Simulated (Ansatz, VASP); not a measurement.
**One calculation of Au, two programs**

```xyz
2
Lattice="-1.6377 1.6377 1.6377 1.6377 -1.6377 1.6377 3.2754 3.2754 0.0000" Properties=species:S:1:pos:R:3 pbc="T T T"
Au    0.0000    0.0000    0.1500
Au    1.6377    1.6377    1.4877
```

Change from the starting cell: mode 5 (84.4 1/cm) frozen in, largest displacement -0.150 Å.

Alike in both runs: task single point; functional r2SCAN; k mesh 22 × 22 × 14; occupations gaussian, width 0.15 eV; no spin polarisation.

```csv
,VASP,Ansatz
version,VASP 6.6.1,Ansatz 0.2.0
potentials or method,"VASP PAW PBE potentials, release 64 (Au), cutoff 520 eV","scalar-relativistic, plane waves, PAW"
valence electrons in the cell,22,38
```

Ansatz gave:

```
gap on the k mesh at the Fermi level (eV)                     : none
pressure (GPa)                                                : 3.1
traceless stress, the component that is largest in VASP (GPa) : 4.16
rms of the force components (eV/Å)                            : 0.450
```

Task: What did VASP give for the same quantities?

Result: gap on the k mesh at the Fermi level (eV): none; pressure (GPa): 3.4; traceless stress, the component that is largest in VASP (GPa): 4.18; rms of the force components (eV/Å): 0.456.

VASP's potentials were made for PBE, not for r2SCAN. Atom by atom the forces differ by 0.006 eV/Å (rms over components). A gap of «none» marks a metal or a gap that the smearing closes. VASP's potentials hold 22 valence electrons a cell and Ansatz's 38, so a difference there can come from the potentials and not from the codes.

Neither program's run includes spin-orbit coupling.
